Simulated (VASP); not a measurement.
# SbPt (P6_3/mmc) in VASP: further runs, part 3 of 3

VASP 6.6.1.

## 5. Relaxation of shape and atoms at fixed volume, PBEsol (18.12 Å³/atom)

This run uses another cell than the first one, of 18.12 Å³/atom.

Input file INCAR:

```
ALGO     = Normal         # electronic algorithm
EDIFF    = 1E-6           # SCF threshold, eV
EDIFFG   = -0.01          # ionic threshold
ENCUT    = 600            # plane-wave cutoff, eV
GGA      = PS             # functional
IBRION   = 2              # ionic algorithm
ISIF     = 4              # what is computed and relaxed
ISMEAR   = 0              # smearing method
LASPH    = T              # aspherical terms in the spheres
LCHARG   = F              # write CHGCAR
LREAL    = F              # projectors in reciprocal space
LWAVE    = F              # write WAVECAR
NELM     = 60             # most SCF steps
NSW      = 50             # ionic steps
PREC     = Accurate       # precision mode
SIGMA    = 0.1            # smearing width, eV
```

Input file KPOINTS:

```
k-points
0
Gamma
  12 12 8
```

Input file POSCAR:

```
SbPt
1.0
    3.9799551158      0.0000000000      0.0000000000
   -1.9899775579      3.4467422362      0.0000000000
    0.0000000000      0.0000000000      5.2848037663
Sb Pt
2 2
Direct
    0.3333333333      0.6666666667      0.2500000000
    0.6666666667      0.3333333333      0.7500000000
    0.0000000000      0.0000000000      0.0000000000
    0.0000000000      0.0000000000      0.5000000000
```

Potentials or basis: VASP PAW PBE potentials, release 64 (Sb, Pt).

Launch:

```console
$ cat potpaw_PBE.64/Sb/POTCAR potpaw_PBE.64/Pt/POTCAR > POTCAR
$ mpirun -np 1 vasp_std > vasp.out
```

OUTCAR:

```text
EDIFF = 1E-6
   EDIFFG = -0.01
   ENCUT = 600
   GGA = PS
   IBRION = 2
   ISIF = 4
   ISMEAR = 0
   LASPH = T
   LREAL = F
   NELM = 60
   NSW = 50
   PREC = Accurate

 ion  position               nearest neighbor table
   1  0.333  0.667  0.250-   3 2.65   4 2.65   3 2.65   4 2.65   3 2.65   4 2.65   2 3.50   2 3.50
                             2 3.50   2 3.50   2 3.50   2 3.50
   2  0.667  0.333  0.750-   3 2.65   4 2.65   3 2.65   4 2.65   3 2.65   4 2.65   1 3.50   1 3.50
                             1 3.50   1 3.50   1 3.50   1 3.50
   3  0.000  0.000  0.000-   4 2.64   4 2.64   1 2.65   2 2.65   1 2.65   2 2.65   2 2.65   1 2.65

   4  0.000  0.000  0.500-   3 2.64   3 2.64   1 2.65   2 2.65   1 2.65   2 2.65   2 2.65   1 2.65

  LATTYP: Found a hexagonal cell.
 ALAT       =     3.9799551158
 C/A-ratio  =     1.3278551171

  Lattice vectors:

 A1 = (   3.9799551158,   0.0000000000,   0.0000000000)
 A2 = (  -1.9899775579,   3.4467422362,   0.0000000000)
 A3 = (   0.0000000000,   0.0000000000,   5.2848037663)

Analysis of symmetry for initial positions (statically):
=====================================================================
 Subroutine PRICEL returns:
 Original cell was already a primitive cell.

 Routine SETGRP: Setting up the symmetry group for a
 hexagonal supercell.

 Subroutine GETGRP returns: Found 24 space group operations
 (whereof 12 operations were pure point group operations)
 out of a pool of 24 trial point group operations.

The static configuration has the point symmetry D_3d.
 The point group associated with its full space group is D_6h.

Analysis of symmetry for dynamics (positions and initial velocities):
=====================================================================
 Subroutine PRICEL returns:
 Original cell was already a primitive cell.

 Routine SETGRP: Setting up the symmetry group for a
 hexagonal supercell.

 Subroutine GETGRP returns: Found 24 space group operations
 (whereof 12 operations were pure point group operations)
 out of a pool of 24 trial point group operations.

The dynamic configuration has the point symmetry D_3d.
 The point group associated with its full space group is D_6h.

 Subroutine INISYM returns: Found 24 space group operations
 (whereof 12 operations are pure point group operations),
 and found     1 'primitive' translations

----------------------------------------------------------------------------------------

                                     Primitive cell

  volume of cell :      72.4963

  direct lattice vectors                    reciprocal lattice vectors
     3.979955116  0.000000000  0.000000000     0.251259115  0.145064518  0.000000000
    -1.989977558  3.446742236  0.000000000     0.000000000  0.290129035  0.000000000
     0.000000000  0.000000000  5.284803766     0.000000000  0.000000000  0.189221785

  length of vectors
     3.979955116  3.979955116  5.284803766     0.290129035  0.290129035  0.189221785

[... 123 lines left out ...]

--------------------------------------- Ionic step        1  -------------------------------------------

 number of electron      30.0000003 magnetization

 Free energy of the ion-electron system (eV)
  ---------------------------------------------------
  ext. energy  EPLUGINS =         0.00000000
  ---------------------------------------------------
  free energy    TOTEN  =       -24.08271122 eV

  energy without entropy =      -24.07559887  energy(sigma->0) =      -24.07915505

------------------------ aborting loop because EDIFF is reached ----------------------------------------

  FORCE on cell =-STRESS in cart. coord.  units (eV):
  Direction    XX          YY          ZZ          XY          YZ          ZX
  --------------------------------------------------------------------------------------
  -------------------------------------------------------------------------------------
  Total       11.1351944     11.1351944     11.5157082      0.0000000      0.0000000      0.0000000
  in kB      246.0891910    246.0891910    254.4985950      0.0000000      0.0000000      0.0000000
  external PRESSURE =     248.8923257 kB  Pullay stress =       0.0000000 kB

 VOLUME and BASIS-vectors are now :
 -----------------------------------------------------------------------------
  energy-cutoff  :      600.00
  volume of cell :       72.50
      direct lattice vectors                 reciprocal lattice vectors
     3.979955116  0.000000000  0.000000000     0.251259115  0.145064518  0.000000000
    -1.989977558  3.446742236  0.000000000     0.000000000  0.290129035  0.000000000
     0.000000000  0.000000000  5.284803766     0.000000000  0.000000000  0.189221785

 POSITION                                       TOTAL-FORCE (eV/Angst)
 -----------------------------------------------------------------------------------
     -0.00000      2.29783      1.32120        -0.000000      0.000000      0.000000
      1.98998      1.14891      3.96360         0.000000     -0.000000      0.000000
      0.00000      0.00000      0.00000         0.000000      0.000000      0.000000
      0.00000      0.00000      2.64240         0.000000      0.000000      0.000000
 -----------------------------------------------------------------------------------
    total drift:                                0.000000     -0.000000      0.000000

  FREE ENERGIE OF THE ION-ELECTRON SYSTEM (eV)
  ---------------------------------------------------
  free  energy   TOTEN  =       -24.0827112178 eV

  energy  without entropy=      -24.0755988728  energy(sigma->0) =      -24.07915505

--------------------------------------- Ionic step        2  -------------------------------------------

 number of electron      30.0000003 magnetization

 Free energy of the ion-electron system (eV)
  ---------------------------------------------------
  ext. energy  EPLUGINS =         0.00000000
  ---------------------------------------------------
  free energy    TOTEN  =       -24.08328199 eV

  energy without entropy =      -24.07591603  energy(sigma->0) =      -24.07959901

 E-fermi :  12.0571     XC(G=0): -12.1596

 val. band max:       12.0112198018   @ k =   0.0833   0.0000   0.1250
 cond. band min:      12.0811870574   @ k =   0.1667   0.0833   0.1250
 fundamental gap:      0.0699672556
 Fermi energy:        12.0571277808

 k-point     1 :       0.0000    0.0000    0.0000
  band No.  band energies     occupation
      1      -2.1541      2.00000
      2       2.5224      2.00000
      3       3.8924      2.00000
      4       4.9846      2.00000
      5       4.9846      2.00000
      6       5.0195      2.00000
[... 505 lines left out ...]
      6       5.6279      2.00000
[... 11 lines left out ...]
     18      15.7092      0.00000
     19      15.7509      0.00000

 [... further k-points ...]

------------------------ aborting loop because EDIFF is reached ----------------------------------------

  FORCE on cell =-STRESS in cart. coord.  units (eV):
  Direction    XX          YY          ZZ          XY          YZ          ZX
  --------------------------------------------------------------------------------------
  -------------------------------------------------------------------------------------
  Total       11.2239772     11.2239772     11.2225748     -0.0000000      0.0000000      0.0000000
  in kB      248.0513018    248.0513018    248.0203092     -0.0000000      0.0000000      0.0000000
  external PRESSURE =     248.0409710 kB  Pullay stress =       0.0000000 kB

 VOLUME and BASIS-vectors are now :
 -----------------------------------------------------------------------------
  energy-cutoff  :      600.00
  volume of cell :       72.50
      direct lattice vectors                 reciprocal lattice vectors
     3.973876070  0.000000000  0.000000000     0.251643479  0.145286430  0.000000000
    -1.986938035  3.441477628  0.000000000     0.000000000  0.290572861  0.000000000
     0.000000000  0.000000000  5.300985015    -0.000000000 -0.000000000  0.188644185

 POSITION                                       TOTAL-FORCE (eV/Angst)
 -----------------------------------------------------------------------------------
     -0.00000      2.29432      1.32525        -0.000000      0.000000      0.000000
      1.98694      1.14716      3.97574         0.000000     -0.000000      0.000000
      0.00000      0.00000      0.00000         0.000000      0.000000      0.000000
      0.00000      0.00000      2.65049        -0.000000      0.000000      0.000000
 -----------------------------------------------------------------------------------
    total drift:                                0.000000     -0.000000      0.000000

  FREE ENERGIE OF THE ION-ELECTRON SYSTEM (eV)
  ---------------------------------------------------
  free  energy   TOTEN  =       -24.0832819905 eV

  energy  without entropy=      -24.0759160314  energy(sigma->0) =      -24.07959901

 reached required accuracy - stopping structural energy minimisation
```

Run time: 67 s. Hardware: 1 thread of Intel Xeon 6975P-C (Granite Rapids), shared host; peak memory 0.31 GiB.

Results:

| Quantity | Value |
| --- | --- |
| Free energy | -24.0833 eV |
| Energy gained by relaxing | 0.1 meV/atom |
| Ionic steps | 2 |
| Pressure after relaxing | 24.8 GPa |
| Band gap on the k mesh | zero (bands 15 and 16 overlap by 4.77 eV) |

The path:
| step | energy change (eV) | largest force (eV/Å) | pressure (GPa) | volume (Å³) |
| --- | --- | --- | --- | --- |
| 1 | 0.0000 | 0.0000 | 24.89 | 72.50 |
| 2 | -0.0006 | 0.0000 | 24.80 | 72.50 |

Final structure:
```yaml
crystal:
  lattice:
    - [3.97388, 0.00000, 0.00000]
    - [-1.98694, 3.44148, 0.00000]
    - [0.00000, 0.00000, 5.30099]
  atoms:
    - { symbol: Sb, position: [0.33333, 0.66667, 0.25000] }
    - { symbol: Sb, position: [0.66667, 0.33333, 0.75000] }
    - { symbol: Pt, position: [0.00000, 0.00000, 0.00000] }
    - { symbol: Pt, position: [0.00000, 0.00000, 0.50000] }
```

Caveat: the PAW data sets were made with another functional, which shifts forces and pressure a little; spin-orbit coupling is left out, which moves the levels of the heavy elements.

## 6. Overview

```tsv
task	cell	k mesh	cutoff (eV)	gap on the mesh (eV)	pressure (GPa)
single point	a = 4.101, b = 4.101, c = 5.715 Å, angles 90.0, 90.0, 120.0°, 4 atoms	12 × 12 × 10	520	none	-2.0
single point	a = 4.140, b = 4.140, c = 5.633 Å, angles 90.0, 90.0, 120.0°, 4 atoms	12 × 12 × 10	520	none	-2.5
single point	a = 4.124, b = 4.124, c = 5.715 Å, angles 90.0, 90.0, 120.0°, 4 atoms	12 × 12 × 10	520	none	-3.4
relaxation of shape and atoms at fixed volume	relaxed from a = 3.980, b = 3.980, c = 5.285 Å, angles 90.0, 90.0, 120.0°, 4 atoms	12 × 12 × 8	600	none	24.8
```

Alike in all rows: level PBEsol; potentials or basis VASP PAW PBE potentials, release 64 (Sb, Pt); no spin polarisation; smearing gaussian 0.1 eV.

Caveats: the PAW data sets were made with another functional, which shifts forces and pressure a little; spin-orbit coupling is left out, which moves the levels of the heavy elements; the stress differs along the axes, from -5 to -0 GPa (at least some runs); the stress differs along the axes, from -7 to -2 GPa (at least some runs).

Total energies depend on the potentials used, so only differences within one code and one set of settings carry meaning.

The gap in the log of VASP goes by the Fermi energy; the results here count the filled bands.